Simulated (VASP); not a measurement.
Crystal: CO.

```
C O
1.0
     6.09783    0.00000    0.00000
     0.00000    6.09783    0.00000
     0.00000    0.00000    6.09783
C O
4 4
Direct
  0.96615 0.96615 0.96615
  0.53385 0.03385 0.46615
  0.46615 0.53385 0.03385
  0.03385 0.46615 0.53385
  0.07361 0.07361 0.07361
  0.42639 0.92639 0.57361
  0.57361 0.42639 0.92639
  0.92639 0.57361 0.42639
```

```yaml
Program: VASP 6.6.1
Task: relaxation of cell and atoms
Functional: PBE
Potentials_or_basis: VASP PAW PBE potentials, release 64 (C, O)
Cutoff: 600 eV
k_mesh: 4 × 4 × 4
Occupations: gaussian, width 0.02 eV
Spin: no spin polarisation
```

At the start: pressure 0.8 GPa; volume 28.34 Å³/atom.

Question: Where does the relaxation end?

Answer: Over 16 steps the energy falls by 3.5 meV/atom and the volume is 24.92 Å³/atom (-12.1 %); space group P2_13 (No. 198, to 0.1 Å) before and after.

Step by step:
| step | energy change (eV) | largest force (eV/Å) | pressure (GPa) | volume (Å³) |
| --- | --- | --- | --- | --- |
| 1 | 0.0000 | 0.9074 | 0.82 | 226.74 |
| 2 | 1.4313 | 7.3508 | -8.45 | 231.53 |
| 3 | -0.0135 | 0.0634 | -0.21 | 227.12 |
| 4 | -0.0136 | 0.0060 | -0.14 | 227.10 |
| 5 | -0.0136 | 0.0223 | -0.12 | 227.09 |
| 6 | -0.0142 | 0.0220 | -0.12 | 226.46 |
| 7 | -0.0158 | 0.0225 | -0.12 | 224.60 |
| 8 | -0.0189 | 0.0275 | -0.10 | 220.89 |
| 9 | -0.0240 | 0.0533 | -0.03 | 213.61 |
| 10 | -0.0274 | 0.1699 | 0.22 | 199.53 |
| 11 | -0.0277 | 0.1074 | 0.15 | 199.23 |
| 12 | -0.0278 | 0.0208 | 0.05 | 198.82 |
| 13 | -0.0278 | 0.0238 | 0.05 | 198.84 |
| 14 | -0.0279 | 0.0224 | 0.05 | 198.89 |
| 15 | -0.0279 | 0.0173 | 0.04 | 199.05 |
| 16 | -0.0279 | 0.0079 | 0.02 | 199.37 |

Final structure:
```xyz
8
Lattice="5.8419 0.0000 0.0000 0.0000 5.8419 0.0000 0.0000 0.0000 5.8419" Properties=species:S:1:pos:R:3 pbc="T T T"
C     5.6295    5.6295    5.6295
C     3.1334    0.2124    2.7086
C     2.7086    3.1334    0.2124
C     0.2124    2.7086    3.1334
O     0.4472    0.4472    0.4472
O     2.4738    5.3948    3.3681
O     3.3681    2.4738    5.3948
O     5.3948    3.3681    2.4738
```

Caveat: this functional lacks dispersion, which holds the molecules together, so the pressure and a relaxed volume are unreliable.
